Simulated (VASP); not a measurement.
Set up this calculation in VASP 6.6.1, as the native input.

- Task: single point
- Functional: PBEsol
- Potentials or basis: VASP PAW PBE potentials, release 64 (Ti_sv)
- Cutoff: 500 eV
- k mesh: 17 × 17 × 9
- Occupations: fermi-dirac, width 0.08 eV
- Spin: no spin polarisation
- Dipole correction: no
- Further INCAR settings: ALGO = Normal; EDIFF = 1e-06; NBANDS = 19

The structure of Ti lies in POSCAR:

```
Ti
1.0
    2.9016173135      0.0000000000      0.0000000000
   -1.4508086567      2.5128743055      0.0000000000
    0.0000000000      0.0000000000      4.5908091657
Ti
2
Direct
    0.3333333333      0.6666666667      0.2500000000
    0.6666666667      0.3333333333      0.7500000000
```

These files were run (other wordings do the same):

INCAR

```
PREC = Accurate ; ENCUT = 500
EDIFF = 1E-6 ; ISMEAR = -1
SIGMA = 0.08 ; LREAL = F
LASPH = T ; NELM = 120
ALGO = Normal ; ISIF = 2
LWAVE = F ; LCHARG = T
GGA = PS ; LELF = T
LVHAR = T ; NBANDS = 19
GGA_COMPAT = F
```

KPOINTS

```
regular mesh
0
Gamma
  17 17 9
```

Potentials or basis: VASP PAW PBE potentials, release 64 (Ti_sv).

Run with:

```bash
$ cat potpaw_PBE.64/Ti_sv/POTCAR > POTCAR
$ mpirun -np 1 vasp_std > vasp.out
```

Results of the run:

* Pressure: -0.3 GPa
* Band gap on the k mesh: zero (bands 12 and 13 overlap by 1.08 eV)

Caveat: the PAW data sets were made with another functional, which shifts forces and pressure a little.

Wall time 2 min on 1 thread of Intel Xeon 8259CL (shared host), peak memory 0.21 GiB.
